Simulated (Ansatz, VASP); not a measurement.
**Two plane-wave programs on BN**

```
CELL_PARAMETERS angstrom
0.00000 1.80750 1.80750
1.80750 0.00000 1.80750
1.80750 1.80750 0.00000
ATOMIC_POSITIONS crystal
B 0.00000 0.00000 0.00000
N 0.75000 0.75000 0.75000
```

Alike in both runs: task single point; functional PBE; k mesh 12 × 12 × 12; occupations gaussian, width 0.05 eV; no spin polarisation.

|  | VASP | Ansatz |
| --- | --- | --- |
| version | VASP 6.6.1 | Ansatz 0.2.0 |
| potentials or method | VASP PAW PBE potentials, release 64 (B, N), cutoff 600 eV | scalar-relativistic, plane waves, PAW |
| valence electrons in the cell | 8 | 8 |

|  | VASP | Ansatz | Ansatz less VASP |
| --- | --- | --- | --- |
| pressure (GPa) | 3.0 | 3.0 | +0.01 |
